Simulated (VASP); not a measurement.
# LiH (Fm-3m) in VASP: a series of runs, part 2 of 2

VASP 6.6.1. The steps go on from the part before.

### 3 Single point, PBE exchange alone

This run uses another cell than the first one, of 8.28 Å³/atom, 0.980 times its volume.

The input, INCAR:

```
SYSTEM = LiH
PREC = Accurate
ENCUT = 520
EDIFF = 1E-6
ISMEAR = 0
SIGMA = 0.01
LREAL = .FALSE.
LASPH = .TRUE.
NELM = 60
ALGO = Normal
ISIF = 2
LWAVE = .FALSE.
LCHARG = .FALSE.
GGA = PE
ALDAC = 0.0
AGGAC = 0.0
NBANDS = 9
```

The input, KPOINTS:

```
Automatic mesh
0
G
  11 11 11
  0 0 0
```

The input, POSCAR:

```
LiH
1.0
    0.0000000000      2.0230801250      2.0230801250
    2.0230801250      0.0000000000      2.0230801250
    2.0230801250      2.0230801250      0.0000000000
Li H
1 1
Direct
    0.0000000000      0.0000000000      0.0000000000
    0.5000000000      0.5000000000      0.5000000000
```

Potentials or basis: VASP PAW PBE potentials, release 64 (Li_sv, H).

On the command line:

```sh
$ cat potpaw_PBE.64/Li_sv/POTCAR potpaw_PBE.64/H/POTCAR > POTCAR
$ mpirun -np 1 vasp_std > vasp.out
```

Wall time 11 s (1 thread of AMD EPYC 9R14 (Zen 4), shared host); peak memory 0.1 GiB.

It converged, with:

```
Free energy            : -5.1975 eV
Band gap on the k mesh : 3.70 eV, direct
```

Levels at points of the mesh, in eV from the valence-band top:
```tsv
k point	band 1	band 2	band 3	band 4	band 5
(0.00, 0.00, 0.00)	-44.58	-5.02	16.05	17.72	17.72
```

Caveat: the cutoff is under 1.25 times the usual one of these potentials, so pressure, stress and relaxed cells hold a basis-set (Pulay) error. A k mesh can miss the band edges.

### 4 Single point, PBE exchange alone

The input, INCAR:

```
AGGAC = 0.0
ALDAC = 0.0
ALGO = Normal
EDIFF = 1E-6
ENCUT = 520
GGA = PE
ISIF = 2
ISMEAR = 0
LASPH = T
LCHARG = F
LREAL = F
LWAVE = F
NBANDS = 9
NELM = 100
PREC = Accurate
SIGMA = 0.01
```

The input, KPOINTS:

```
k-points
0
Gamma
  11 11 11
```

The input, POSCAR:

```
LiH
1.0
    0.0000000000      2.0367500000      2.0367500000
    2.0367500000      0.0000000000      2.0367500000
    2.0367500000      2.0367500000      0.0000000000
Li H
1 1
Direct
    0.0000000000      0.0000000000      0.0000000000
    0.5000000000      0.5000000000      0.5000000000
```

Potentials or basis: VASP PAW PBE potentials, release 64 (Li_sv, H).

On the command line:

```sh
$ cat potpaw_PBE.64/Li_sv/POTCAR potpaw_PBE.64/H/POTCAR > POTCAR
$ mpirun -np 1 vasp_std > vasp.out
```

OUTCAR:

```text
EDIFF = 1E-6
   ENCUT = 520
   GGA = PE
   ISIF = 2
   ISMEAR = 0
   LASPH = T
   LREAL = F
   NELM = 100
   PREC = Accurate

 ion  position               nearest neighbor table
   1  0.000  0.000  0.000-
   2  0.500  0.500  0.500-

  LATTYP: Found a face centered cubic cell.
 ALAT       =     4.0735000000

  Lattice vectors:

 A1 = (   0.0000000000,   2.0367500000,   2.0367500000)
 A2 = (   2.0367500000,   0.0000000000,   2.0367500000)
[... 472 lines left out ...]
 [... further k-points ...]

------------------------ aborting loop because EDIFF is reached ----------------------------------------

  FORCE on cell =-STRESS in cart. coord.  units (eV):
  Direction    XX          YY          ZZ          XY          YZ          ZX
  --------------------------------------------------------------------------------------
  -------------------------------------------------------------------------------------
  Total        0.2811803      0.2811803      0.2811803      0.0000000      0.0000000     -0.0000000
  in kB       26.6595220     26.6595220     26.6595220      0.0000000      0.0000000     -0.0000000
  external PRESSURE =      26.6595220 kB  Pullay stress =       0.0000000 kB

 VOLUME and BASIS-vectors are now :
 -----------------------------------------------------------------------------
  energy-cutoff  :      520.00
  volume of cell :       16.90
      direct lattice vectors                 reciprocal lattice vectors
     0.000000000  2.036750000  2.036750000    -0.245489137  0.245489137  0.245489137
     2.036750000  0.000000000  2.036750000     0.245489137 -0.245489137  0.245489137
     2.036750000  2.036750000  0.000000000     0.245489137  0.245489137 -0.245489137

 POSITION                                       TOTAL-FORCE (eV/Angst)
 -----------------------------------------------------------------------------------
      0.00000      0.00000      0.00000        -0.000000      0.000000     -0.000000
      2.03675      2.03675      2.03675         0.000000     -0.000000      0.000000
 -----------------------------------------------------------------------------------
    total drift:                                0.000000     -0.000000     -0.000000

  FREE ENERGIE OF THE ION-ELECTRON SYSTEM (eV)
  ---------------------------------------------------
  free  energy   TOTEN  =        -5.2043351907 eV

  energy  without entropy=       -5.2043351907  energy(sigma->0) =       -5.20433519
```

OSZICAR:

```text
N       E                     dE             d eps       ncg     rms          rms(c)
DAV:   1    -0.318431668778E+00   -0.31843E+00   -0.14040E+03  1024   0.395E+02
DAV:   2    -0.543432746815E+01   -0.51159E+01   -0.50709E+01  1382   0.574E+01
DAV:   3    -0.551820476732E+01   -0.83877E-01   -0.83825E-01  1282   0.609E+00
DAV:   4    -0.551878015837E+01   -0.57539E-03   -0.57537E-03  1349   0.404E-01
DAV:   5    -0.551878301904E+01   -0.28607E-05   -0.28607E-05  1323   0.211E-02    0.338E+00
DAV:   6    -0.527130810615E+01    0.24747E+00   -0.23953E-01  1105   0.159E+00    0.165E+00
DAV:   7    -0.519987647151E+01    0.71432E-01   -0.29762E-01  1197   0.196E+00    0.274E-01
DAV:   8    -0.520445005638E+01   -0.45736E-02   -0.10709E-02  1146   0.631E-01    0.758E-02
DAV:   9    -0.520433383217E+01    0.11622E-03   -0.66957E-04  1327   0.106E-01    0.125E-02
DAV:  10    -0.520433380325E+01    0.28912E-07   -0.34272E-05  1169   0.412E-02    0.725E-03
DAV:  11    -0.520433638123E+01   -0.25780E-05   -0.55078E-06  1260   0.129E-02    0.106E-03
DAV:  12    -0.520433502395E+01    0.13573E-05   -0.66866E-08   769   0.237E-03    0.438E-04
DAV:  13    -0.520433519072E+01   -0.16677E-06   -0.12177E-07   783   0.207E-03
   1 F= -.52043352E+01 E0= -.52043352E+01  d E =-.162491-123
```

stdout:

```text
POSCAR found type information on POSCAR LiH
 POSCAR found :  2 types and       2 ions
 scaLAPACK will be used
 LDA part: xc-table for (Slater+PW92), standard interpolation
 POSCAR, INCAR and KPOINTS ok, starting setup
 FFT: planning ... GRIDC
 FFT: planning ... GRID_SOFT
 FFT: planning ... GRID
 WAVECAR not read
 entering main loop
```

Run time: 11 s. Hardware: 1 thread of AMD EPYC 9R14 (Zen 4), shared host; peak memory 0.1 GiB.

What came out:

```yaml
Free_energy: -5.2043 eV
Band_gap_on_the_k_mesh: 3.70 eV, direct
```

Levels at points of the mesh, in eV from the valence-band top:
```
           k point  band 1  band 2  band 3  band 4  band 5  band 6
(0.00, 0.00, 0.00)  -44.60   -4.95   15.79   17.51   17.51   17.51
```

Caveat: the cutoff is under 1.25 times the usual one of these potentials, so pressure, stress and relaxed cells hold a basis-set (Pulay) error. A k mesh can miss the band edges.

### 5 Single point, PBE exchange alone

This run uses another cell than the first one, of 8.62 Å³/atom, 1.020 times its volume.

The input, INCAR:

```
PREC = Accurate
ENCUT = 520
EDIFF = 1E-7
ISMEAR = 0
SIGMA = 0.01
LREAL = F
LASPH = T
NELM = 100
ALGO = Normal
ISIF = 2
LWAVE = F
LCHARG = T
GGA = PE
ALDAC = 0.0
AGGAC = 0.0
LELF = T
LVHAR = T
NBANDS = 9
```

The input, KPOINTS:

```
regular mesh
0
Gamma
  11 11 11
```

The input, POSCAR:

```
LiH
1.0
    0.0000000000      2.0502388037      2.0502388037
    2.0502388037      0.0000000000      2.0502388037
    2.0502388037      2.0502388037      0.0000000000
Li H
1 1
Direct
    0.0000000000      0.0000000000      0.0000000000
    0.5000000000      0.5000000000      0.5000000000
```

Potentials or basis: VASP PAW PBE potentials, release 64 (Li_sv, H).

On the command line:

```sh
$ cat potpaw_PBE.64/Li_sv/POTCAR potpaw_PBE.64/H/POTCAR > POTCAR
$ mpirun -np 1 vasp_std > vasp.out
```

OUTCAR:

```text
PREC = Accurate
   ENCUT = 520
   EDIFF = 1E-7
   ISMEAR = 0
   LREAL = F
   LASPH = T
   NELM = 100
   ISIF = 2
   GGA = PE

 ion  position               nearest neighbor table
   1  0.000  0.000  0.000-
   2  0.500  0.500  0.500-

  LATTYP: Found a face centered cubic cell.
 ALAT       =     4.1004776074

  Lattice vectors:

 A1 = (   0.0000000000,   2.0502388037,   2.0502388037)
 A2 = (   2.0502388037,   0.0000000000,   2.0502388037)
 A3 = (   2.0502388037,   2.0502388037,   0.0000000000)

Analysis of symmetry for initial positions (statically):
=====================================================================
 Subroutine PRICEL returns:
 Original cell was already a primitive cell.

 Routine SETGRP: Setting up the symmetry group for a
 face centered cubic supercell.

 Subroutine GETGRP returns: Found 48 space group operations
 (whereof 48 operations were pure point group operations)
 out of a pool of 48 trial point group operations.

The static configuration has the point symmetry O_h .

Analysis of symmetry for dynamics (positions and initial velocities):
[... 166 lines left out ...]

 k-point     1 :       0.0000    0.0000    0.0000
  band No.  band energies     occupation
      1     -43.7931      2.00000
      2      -4.0450      2.00000
      3      16.3782      0.00000
      4      18.1462      0.00000
      5      18.1462      0.00000
      6      18.1463      0.00000
      7      23.2484      0.00000
      8      23.2484      0.00000
      9      23.2485      0.00000
[... 265 lines left out ...]
 k-point    24 :      -0.1818    0.1818    0.0000
  band No.  band energies     occupation
      1     -43.7706      2.00000
      2      -2.6097      2.00000
      3      10.9893      0.00000
      4      11.3433      0.00000
      5      16.6461      0.00000
      6      18.0637      0.00000
      7      21.6751      0.00000
      8      23.9870      0.00000
      9      25.6105      0.00000

 [... further k-points ...]

------------------------ aborting loop because EDIFF is reached ----------------------------------------

  FORCE on cell =-STRESS in cart. coord.  units (eV):
  Direction    XX          YY          ZZ          XY          YZ          ZX
  --------------------------------------------------------------------------------------
  -------------------------------------------------------------------------------------
  Total        0.2113979      0.2113979      0.2113979      0.0000000     -0.0000000     -0.0000000
  in kB       19.6502455     19.6502455     19.6502455      0.0000000     -0.0000000     -0.0000000
  external PRESSURE =      19.6502455 kB  Pullay stress =       0.0000000 kB

 VOLUME and BASIS-vectors are now :
 -----------------------------------------------------------------------------
  energy-cutoff  :      520.00
  volume of cell :       17.24
      direct lattice vectors                 reciprocal lattice vectors
     0.000000000  2.050238804  2.050238804    -0.243874030  0.243874030  0.243874030
     2.050238804  0.000000000  2.050238804     0.243874030 -0.243874030  0.243874030
     2.050238804  2.050238804  0.000000000     0.243874030  0.243874030 -0.243874030

 POSITION                                       TOTAL-FORCE (eV/Angst)
 -----------------------------------------------------------------------------------
      0.00000      0.00000      0.00000         0.000000      0.000000      0.000000
      2.05024      2.05024      2.05024         0.000000     -0.000000     -0.000000
 -----------------------------------------------------------------------------------
    total drift:                                0.000000     -0.000000     -0.000000

  FREE ENERGIE OF THE ION-ELECTRON SYSTEM (eV)
  ---------------------------------------------------
  free  energy   TOTEN  =        -5.2096763785 eV

  energy  without entropy=       -5.2096763785  energy(sigma->0) =       -5.20967638
```

Wall time 12 s (1 thread of AMD EPYC 9R14 (Zen 4), shared host); peak memory 0.1 GiB.

What came out:

```
Free energy            : -5.2097 eV
Band gap on the k mesh : 3.71 eV, direct
```

Caveat: the cutoff is under 1.25 times the usual one of these potentials, so pressure, stress and relaxed cells hold a basis-set (Pulay) error. A k mesh can miss the band edges.

### 6 The runs side by side

| level | cell | gap on the mesh (eV) |
| --- | --- | --- |
| PBE+D3(BJ) | a = 2.880 Å, angles 60.0°, 2 atoms | 3.20 |
| PBE exchange alone | a = 2.861 Å, angles 60.0°, 2 atoms | 3.70 |
| PBE exchange alone | a = 2.880 Å, angles 60.0°, 2 atoms | 3.70 |
| PBE exchange alone | a = 2.899 Å, angles 60.0°, 2 atoms | 3.71 |

Alike in all rows: task single point; potentials or basis VASP PAW PBE potentials, release 64 (Li_sv, H); no spin polarisation; k mesh 11 × 11 × 11; cutoff (eV) 520; smearing gaussian 0.01 eV.

Caveats: the cutoff is under 1.25 times the usual one of these potentials, so pressure, stress and relaxed cells hold a basis-set (Pulay) error.

Absolute energies hang on the potentials; compare differences alone.
